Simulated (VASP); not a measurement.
# NaI: relaxation of cell and atoms with PBE

Crystal: NaI.

```
CELL_PARAMETERS angstrom
0.00000 3.24834 3.24834
3.24834 0.00000 3.24834
3.24834 3.24834 0.00000
ATOMIC_POSITIONS crystal
Na 0.00000 0.00000 0.00000
I 0.50000 0.50000 0.50000
```

```yaml
Program: VASP 6.6.1
Task: relaxation of cell and atoms
Functional: PBE
Potentials_or_basis: VASP PAW PBE potentials, release 64 (Na_pv, I)
Cutoff: 600 eV
k_mesh: 6 × 6 × 6
Occupations: gaussian, width 0.02 eV
Spin: no spin polarisation
Dipole_correction: no
Further_INCAR_settings: ALGO = Normal; EDIFF = 1e-06; IBRION = 2; EDIFFG = -0.01; NSW = 100; ISIF = 3
```

The relaxed volume is 34.79 Å³/atom, the relaxed cell is a = 4.617 Å, b = 4.617 Å, c = 4.617 Å, α = 60.00°, β = 60.00°, γ = 60.00° and the space group after relaxing (to 0.1 Å) is Fm-3m (No. 225). The energy gained by relaxing is 0.4 meV/atom and the ionic steps are 3. The pressure after relaxing is 0.0 GPa. The band gap on the k mesh is 3.57 eV.

The path:
| step | energy change (eV) | largest force (eV/Å) | pressure (GPa) | volume (Å³) |
| --- | --- | --- | --- | --- |
| 1 | 0.0000 | 0.0000 | 0.26 | 68.55 |
| 2 | -0.0006 | 0.0000 | 0.12 | 69.10 |
| 3 | -0.0008 | 0.0000 | 0.01 | 69.59 |

Final structure:
```yaml
crystal:
  lattice:
    - [0.00000, 3.26462, 3.26462]
    - [3.26462, 0.00000, 3.26462]
    - [3.26462, 3.26462, 0.00000]
  atoms:
    - { symbol: Na, position: [0.00000, 0.00000, 0.00000] }
    - { symbol: I, position: [0.50000, 0.50000, 0.50000] }
```

Levels at points of the mesh, in eV from the valence-band top:
| k point | band 3 | band 4 | band 5 | band 6 | band 7 | band 8 | band 9 | band 10 | band 11 |
| --- | --- | --- | --- | --- | --- | --- | --- | --- | --- |
| (0.00, 0.00, 0.00) | -22.47 | -10.95 | 0.00 | 0.00 | 0.00 | 3.57 | 7.93 | 7.93 | 7.93 |
| (0.50, 0.00, 0.00) | -22.47 | -10.66 | -2.09 | -0.27 | -0.27 | 5.09 | 7.42 | 7.42 | 8.54 |
| (0.50, 0.50, 0.00) | -22.47 | -10.59 | -1.82 | -0.71 | -0.71 | 4.47 | 5.60 | 9.71 | 11.15 |

Wall time 21 s on 1 thread of AMD EPYC 9R45 96-Core Processor (Zen 5), with other jobs on the host, peak memory 0.2 GiB.

Caveat: spin-orbit coupling is left out, which moves the levels of the heavy elements.
